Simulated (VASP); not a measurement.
# CuW4 (Cmme) in VASP: single point with PBE

Aim: the single point of CuW4 with PBE.

Program: VASP 6.6.1. These are calculated values, not measurements. Logs are shortened: lines on timing, memory, paths and dates and some standing lists are left out, and cuts for length are marked.

### 1 The cell of the first run

Symmetry: Cmme, No. 67, orthorhombic system. The conventional cell has a = 3.195 Å, b = 4.428 Å, c = 21.847 Å, α = 90.00°, β = 90.00°, γ = 90.00°. Cu (site symmetry mm2) has 10 Cu at 2.48 to 3.19 Å and 4 W at 2.62 to 3.03 Å within 3.3 Å. Within 3.6 Å of W (site symmetry mm2) lie 14 W at 2.73 to 3.19 Å. Within 3.6 Å of W (site symmetry mm2) lie 14 W at 2.73 to 3.19 Å. W (site symmetry mm2) has 14 W at 2.73 to 3.19 Å within 3.6 Å. W (site symmetry mm2) has 4 Cu at 2.62 to 3.03 Å and 10 W at 2.73 to 3.19 Å within 3.5 Å.

### 2 Single point, PBE

INCAR reads:

```
SYSTEM = CuW4
ALGO = Fast
EDIFF = 1E-6
ENCUT = 520
GGA = PE
ISIF = 2
ISMEAR = 0
LASPH = .TRUE.
LCHARG = .TRUE.
LELF = .TRUE.
LREAL = .FALSE.
LVHAR = .TRUE.
LWAVE = .FALSE.
NBANDS = 78
NELM = 60
PREC = Accurate
SIGMA = 0.1
```

KPOINTS reads:

```
k-points
0
G
  12 12 2
  0 0 0
```

POSCAR reads:

```
CuW4
1.0
    1.5974759906     -2.2140612432      0.0000000000
    1.5974759906      2.2140612432      0.0000000000
    0.0000000000      0.0000000000     21.8466709118
Cu W
2 8
Direct
    0.2500000000      0.7500000000      0.0434209565
    0.7500000000      0.2500000000      0.9565790435
    0.2500000000      0.7500000000      0.4479983571
    0.7500000000      0.2500000000      0.5520016429
    0.2500000000      0.7500000000      0.6555258876
    0.7500000000      0.2500000000      0.7592386681
    0.7500000000      0.2500000000      0.3444741124
    0.7500000000      0.2500000000      0.1382975968
    0.2500000000      0.7500000000      0.2407613319
    0.2500000000      0.7500000000      0.8617024032
```

Potentials or basis: VASP PAW PBE potentials, release 64 (Cu, W_sv).

Started as:

```console
$ cat potpaw_PBE.64/Cu/POTCAR potpaw_PBE.64/W_sv/POTCAR > POTCAR
$ mpirun -np 1 vasp_std > vasp.out
```

OUTCAR:

```text
SYSTEM = CuW4
   EDIFF = 1E-6
   ENCUT = 520
   GGA = PE
   ISIF = 2
   ISMEAR = 0
   LASPH = .TRUE.
   LREAL = .FALSE.
   NELM = 60
   PREC = Accurate

 ion  position               nearest neighbor table
   1  0.250  0.750  0.043-   2 2.48   2 2.48   8 2.62   8 2.62   8 3.03   8 3.03
   2  0.750  0.250  0.957-   1 2.48   1 2.48  10 2.62  10 2.62  10 3.03  10 3.03
   3  0.250  0.750  0.448-   7 2.77   7 2.77   4 2.78   4 2.78   7 3.16   7 3.16   4 3.17   4 3.17

   4  0.750  0.250  0.552-   5 2.77   5 2.77   3 2.78   3 2.78   5 3.16   5 3.16   3 3.17   3 3.17

   5  0.250  0.750  0.656-   4 2.77   4 2.77   6 2.77   6 2.77   4 3.16   4 3.16   6 3.17   6 3.17

   6  0.750  0.250  0.759-  10 2.75  10 2.75   5 2.77   5 2.77  10 3.15  10 3.15   5 3.17   5 3.17

   7  0.750  0.250  0.344-   3 2.77   3 2.77   9 2.77   9 2.77   3 3.16   3 3.16   9 3.17   9 3.17

   8  0.750  0.250  0.138-   1 2.62   1 2.62   9 2.75   9 2.75   1 3.03   1 3.03   9 3.15   9 3.15

   9  0.250  0.750  0.241-   8 2.75   8 2.75   7 2.77   7 2.77   8 3.15   8 3.15   7 3.17   7 3.17

  10  0.250  0.750  0.862-   2 2.62   2 2.62   6 2.75   6 2.75   2 3.03   2 3.03   6 3.15   6 3.15

  LATTYP: Found a base centered orthorhombic cell.
 ALAT       =     3.1949519812
 B/A-ratio  =     1.3859746602
 C/A-ratio  =     6.8378714423

  Lattice vectors:

 A1 = (   1.5974759906,  -2.2140612432,   0.0000000000)
 A2 = (   1.5974759906,   2.2140612432,   0.0000000000)
 A3 = (   0.0000000000,   0.0000000000,  21.8466709118)

Analysis of symmetry for initial positions (statically):
=====================================================================
 Subroutine PRICEL returns:
 Original cell was already a primitive cell.

 Routine SETGRP: Setting up the symmetry group for a
 base centered orthorhombic supercell.

 Subroutine GETGRP returns: Found  8 space group operations
 (whereof  4 operations were pure point group operations)
 out of a pool of  8 trial point group operations.

The static configuration has the point symmetry C_2h.
 The point group associated with its full space group is D_2h.

Analysis of symmetry for dynamics (positions and initial velocities):
=====================================================================
 Subroutine PRICEL returns:
 Original cell was already a primitive cell.

 Routine SETGRP: Setting up the symmetry group for a
 base centered orthorhombic supercell.

 Subroutine GETGRP returns: Found  8 space group operations
 (whereof  4 operations were pure point group operations)
 out of a pool of  8 trial point group operations.

The dynamic configuration has the point symmetry C_2h.
 The point group associated with its full space group is D_2h.

 Subroutine INISYM returns: Found  8 space group operations
 (whereof  4 operations are pure point group operations),
 and found     1 'primitive' translations

----------------------------------------------------------------------------------------

                                     Primitive cell

  volume of cell :     154.5394

  direct lattice vectors                    reciprocal lattice vectors
     1.597475991 -2.214061243  0.000000000     0.312993749 -0.225829345  0.000000000
     1.597475991  2.214061243  0.000000000     0.312993749  0.225829345  0.000000000
     0.000000000  0.000000000 21.846670912     0.000000000  0.000000000  0.045773564

  length of vectors
     2.730200859  2.730200859 21.846670912     0.385958521  0.385958521  0.045773564

  position of ions in fractional coordinates (direct lattice)
     0.250000000  0.750000000  0.043420957
     0.750000000  0.250000000  0.956579043
     0.250000000  0.750000000  0.447998357
     0.750000000  0.250000000  0.552001643
     0.250000000  0.750000000  0.655525888
     0.750000000  0.250000000  0.759238668
     0.750000000  0.250000000  0.344474112
     0.750000000  0.250000000  0.138297597
     0.250000000  0.750000000  0.240761332
     0.250000000  0.750000000  0.861702403

  ion indices of the primitive-cell ions
   primitive index   ion index
                 1           1
                 2           2
                 3           3
                 4           4
                 5           5
                 6           6
                 7           7
                 8           8
                 9           9
                10          10

----------------------------------------------------------------------------------------

 KPOINTS: k-points

Automatic generation of k-mesh.
 Grid dimensions read from file:
 generate k-points for:   12   12    2

 Generating k-lattice:

  Cartesian coordinates                     Fractional coordinates (reciprocal lattice)
     0.026082812 -0.018819112  0.000000000     0.083333333  0.000000000  0.000000000
     0.026082812  0.018819112  0.000000000     0.000000000  0.083333333  0.000000000
     0.000000000  0.000000000  0.022886782     0.000000000  0.000000000  0.500000000

  Length of vectors
     0.032163210  0.032163210  0.022886782

  Shift w.r.t. Gamma in fractional coordinates (k-lattice)
     0.000000000  0.000000000  0.000000000

 Subroutine IBZKPT returns following result:
 ===========================================

 Found     86 irreducible k-points:

 Following reciprocal coordinates:
            Coordinates               Weight
  0.000000  0.000000  0.000000      1.000000
  0.083333  0.000000  0.000000      4.000000
  0.166667  0.000000  0.000000      4.000000
  0.250000  0.000000  0.000000      4.000000
  0.333333 -0.000000  0.000000      4.000000
  0.416667  0.000000  0.000000      4.000000
[... 16 lines left out ...]
  0.500000  0.166667  0.000000      4.000000
 -0.416667  0.166667  0.000000      4.000000
 [... further k-points ...]
   k-points           NKPTS =     86   k-points in BZ     NKDIM =     86   number of bands    NBANDS=     78
   number of dos      NEDOS =    301   number of ions     NIONS =     10
   total plane-waves  NPLWV =  64800
   dimension x,y,z NGX =    20 NGY =   20 NGZ =  162
   dimension x,y,z NGXF=    40 NGYF=   40 NGZF=  324
   ions per type =               2   8
   NGX,Y,Z   is equivalent  to a cutoff of  12.18, 12.18, 12.33 a.u.
   NGXF,Y,Z  is equivalent  to a cutoff of  24.36, 24.36, 24.66 a.u.
 SYSTEM =  CuW4
   PREC   = accura    normal or accurate (medium, high low for compatibility)
   ISTART =      0    job   : 0-new  1-cont  2-samecut
   ICHARG =      2    charge: 1-file 2-atom 10-const
   ISPIN  =      1    spin polarized calculation?
   LNONCOLLINEAR =      F non collinear calculations
   LSORBIT =      F    spin-orbit coupling
   LASPH  =      T    aspherical Exc in radial PAW
   ENCUT  =  520.0 eV  38.22 Ry    6.18 a.u.   5.08  5.08 40.62*2*pi/ulx,y,z
   NELM   =     60;   NELMIN=  2; NELMDL= -5     # of ELM steps
   EDIFF  = 0.1E-05   stopping-criterion for ELM
   LREAL  =      F    real-space projection
   EDIFFG = 0.1E-04   stopping-criterion for IOM
   NSW    =      0    number of steps for IOM
   IBRION =     -1    ionic relax: 0-MD 1-quasi-New 2-CG
   NFREE  =      0    steps in history (QN), initial steepest desc. (CG)
   ISIF   =      2    stress and relaxation
   ISYM   =      2    0-nonsym 1-usesym 2-fastsym
   POTIM  = 0.5000    time-step for ionic-motion
   TEBEG  =    0.0;   TEEND  =   0.0 temperature during run
   PSTRESS=    0.0 pullay stress
   NELECT =     134.0000    total number of electrons
   NUPDOWN=      -1.0000    fix difference up-down
   EMIN   =  10.00;   EMAX   =-10.00  energy-range for DOS
   EFERMI =   0.00;   METHOD = LEGACY
   ISMEAR =     0;   SIGMA  =   0.10  broadening in eV -4-tet -1-fermi 0-gaus
   EFERMI_NEDOS =   21; number of points for ismear=-14 and -15
   IALGO  =     68    algorithm
   IMIX   =      4    mixing-type and parameters
     AMIX     =   0.40;   BMIX     =  1.00
     AMIX_MAG =   1.60;   BMIX_MAG =  1.00
  volume/ion in A,a.u.               =      15.45       104.29
  Fermi-wavevector in a.u.,A,eV,Ry     =   1.561097  2.950046 33.157742  2.437025
  Thomas-Fermi vector in A             =   2.664213
   LORBIT       =      0    0 simple, 1 ext, 2 COOP (PROOUT), +10 PAW based schemes
   GGA     = PE    functional components
   LHFCALC =     F    Hartree Fock is set to
   AEXX    =    0.0000 exact exchange contribution
   IVDW    =     0    specifies the selected vdW correction
   LEPSILON=     F    determine dielectric tensor
   LRPA    =     F    only Hartree local field effects (RPA)
 non-spin polarized calculation
 RMM-DIIS sequential band-by-band and
 Gauss-broadening in eV      SIGMA  =   0.10
  energy-cutoff  :      520.00
  volume of cell :      154.54
 maximum number of plane-waves:      4210
   NGX = 11   NGY = 11   NGZ = 81

 number of electron     134.0000038 magnetization

 Free energy of the ion-electron system (eV)
  ---------------------------------------------------
  ext. energy  EPLUGINS =         0.00000000
  ---------------------------------------------------
  free energy    TOTEN  =      -110.10311700 eV

  energy without entropy =     -110.08218300  energy(sigma->0) =     -110.09265000

 E-fermi :  10.3798     XC(G=0): -13.3307

 val. band max:       10.3783286473   @ k =   0.4167   0.3333   0.5000
 cond. band min:      10.3850623756   @ k =  -0.2500   0.1667   0.5000
 fundamental gap:      0.0067337283
 Fermi energy:        10.3798174964

 k-point     1 :       0.0000    0.0000    0.0000
  band No.  band energies     occupation
      1     -63.7398      2.00000
      2     -63.7223      2.00000
      3     -63.7069      2.00000
      4     -63.6834      2.00000
      5     -63.6548      2.00000
      6     -63.6398      2.00000
[... 70 lines left out ...]
     77      12.6712      0.00000
     78      12.7611      0.00000

 k-point     2 :       0.0833    0.0000    0.0000
  band No.  band energies     occupation
      1     -63.7334      2.00000
      2     -63.7162      2.00000
      3     -63.7014      2.00000
      4     -63.6786      2.00000
      5     -63.6506      2.00000
      6     -63.6363      2.00000
[... 70 lines left out ...]
     77      12.5311      0.00000
     78      12.6631      0.00000
[... 1699 lines left out ...]
     77      13.2442      0.00000
     78      13.8617      0.00000

 k-point    24 :      -0.4167    0.1667    0.0000
  band No.  band energies     occupation
      1     -63.6407      2.00000
      2     -63.6270      2.00000
      3     -63.6185      2.00000
      4     -63.6059      2.00000
      5     -63.5856      2.00000
      6     -63.5793      2.00000
[... 70 lines left out ...]
     77      12.9563      0.00000
     78      13.3909      0.00000

 [... further k-points ...]
[... 5 lines left out ...]
  --------------------------------------------------------------------------------------
  -------------------------------------------------------------------------------------
  Total        0.4619780      0.5277071      0.4517803      0.0000000      0.0000000      0.0000000
  in kB        4.7895274      5.4709695      4.6838032      0.0000000      0.0000000      0.0000000
  external PRESSURE =       4.9814334 kB  Pullay stress =       0.0000000 kB

 VOLUME and BASIS-vectors are now :
 -----------------------------------------------------------------------------
  energy-cutoff  :      520.00
  volume of cell :      154.54
      direct lattice vectors                 reciprocal lattice vectors
     1.597475991 -2.214061243  0.000000000     0.312993749 -0.225829345  0.000000000
     1.597475991  2.214061243  0.000000000     0.312993749  0.225829345  0.000000000
     0.000000000  0.000000000 21.846670912     0.000000000  0.000000000  0.045773564

 POSITION                                       TOTAL-FORCE (eV/Angst)
 -----------------------------------------------------------------------------------
      1.59748      1.10703      0.94860        -0.000000      0.000000     -0.019559
      1.59748     -1.10703     20.89807        -0.000000      0.000000      0.019559
      1.59748      1.10703      9.78727         0.000000      0.000000     -0.000005
      1.59748     -1.10703     12.05940         0.000000      0.000000      0.000005
      1.59748      1.10703     14.32106         0.000000      0.000000      0.000438
      1.59748     -1.10703     16.58684         0.000000      0.000000      0.000246
      1.59748     -1.10703      7.52561         0.000000      0.000000     -0.000438
      1.59748     -1.10703      3.02134        -0.000000      0.000000      0.007536
      1.59748      1.10703      5.25983         0.000000      0.000000     -0.000246
      1.59748      1.10703     18.82533         0.000000      0.000000     -0.007536
 -----------------------------------------------------------------------------------
    total drift:                               -0.000000     -0.000000      0.000000

  FREE ENERGIE OF THE ION-ELECTRON SYSTEM (eV)
  ---------------------------------------------------
  free  energy   TOTEN  =      -110.1031170026 eV

  energy  without entropy=     -110.0821829999  energy(sigma->0) =     -110.09265000
```

Run time: 75 min. Hardware: 1 thread of Oxide Virtual Turin-like, shared host; peak memory 0.74 GiB.

What came out:

- Free energy: -110.1031 eV
- Pressure: 0.5 GPa
- Largest force: 0.020 eV/Å
- Band gap on the k mesh: zero (bands 67 and 68 overlap by 2.18 eV)

Forces on the atoms (eV/Å):
```
Cu   0.000  0.000 -0.020
Cu   0.000  0.000  0.020
W    0.000  0.000  0.000
W    0.000  0.000  0.000
W    0.000  0.000  0.000
W    0.000  0.000  0.000
W    0.000  0.000  0.000
W    0.000  0.000  0.008
W    0.000  0.000  0.000
W    0.000  0.000 -0.008
```

Caveat: spin-orbit coupling is left out, which moves the levels of the heavy elements.
